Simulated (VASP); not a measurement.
**KCl (Sylvite): relaxation of cell and atoms with PBEsol**

Crystal: KCl (Sylvite).

```
K Cl
1.0
     0.00000    3.14647    3.14647
     3.14647    0.00000    3.14647
     3.14647    3.14647    0.00000
K Cl
1 1
Direct
  0.00000 0.00000 0.00000
  0.50000 0.50000 0.50000
```

```
Program                : VASP 6.6.1
Task                   : relaxation of cell and atoms
Functional             : PBEsol
Potentials or basis    : VASP PAW PBE potentials, release 64 (K_sv, Cl)
Cutoff                 : 600 eV
k mesh                 : 7 × 7 × 7
Occupations            : fermi-dirac, width 0.05 eV
Spin                   : no spin polarisation
Target pressure        : 10 GPa
Dipole correction      : no
Further INCAR settings : ALGO = Normal; EDIFF = 1e-06; IBRION = 2; EDIFFG = -0.02; NSW = 80; ISIF = 3
```

```json
{
 "Relaxed volume": "23.23 Å³/atom",
 "Relaxed cell": "a = 4.035 Å, b = 4.035 Å, c = 4.035 Å, α = 60.00°, β = 60.00°, γ = 60.00°",
 "Space group after relaxing (to 0.05 Å)": "Fm-3m (No. 225)",
 "Energy change on relaxing (the enthalpy is what falls)": "+173.9 meV/atom",
 "Ionic steps": "3",
 "Pressure after relaxing": "10.0 GPa",
 "Band gap on the k mesh": "5.94 eV, indirect (least direct gap 6.15 eV)"
}
```

Step by step:
```tsv
step	energy change (eV)	largest force (eV/Å)	pressure (GPa)	volume (Å³)
1	0.0000	0.0000	-0.34	62.30
2	0.3858	0.0000	10.83	45.88
3	0.3478	0.0000	10.02	46.46
```

Final structure:
```xyz
2
Lattice="0.0000 2.8534 2.8534 2.8534 0.0000 2.8534 2.8534 2.8534 0.0000" Properties=species:S:1:pos:R:3 pbc="T T T"
K     0.0000    0.0000    0.0000
Cl    2.8534    2.8534    2.8534
```

Levels at points of the mesh, in eV from the valence-band top:
| k point | band 4 | band 5 | band 6 | band 7 | band 8 | band 9 | band 10 | band 11 | band 12 |
| --- | --- | --- | --- | --- | --- | --- | --- | --- | --- |
| (0.00, 0.00, 0.00) | -10.01 | -10.01 | 0.00 | 0.00 | 0.00 | 6.15 | 8.21 | 8.21 | 8.21 |

Wall time 48 s on 1 thread of Intel(R) Xeon(R) Platinum 8259CL CPU @ 2.50GHz (Skylake/Cascade Lake), on a shared host, peak memory 0.21 GiB.

Caveat: the cell is relaxed towards a set pressure, so the enthalpy falls and the energy may rise; the volume moved by over 15 % at a fixed basis, so the end points are rough; the PAW data sets were made with another functional, which shifts forces and pressure a little. PBEsol gaps usually lie below the measured ones, often by a third to a half.
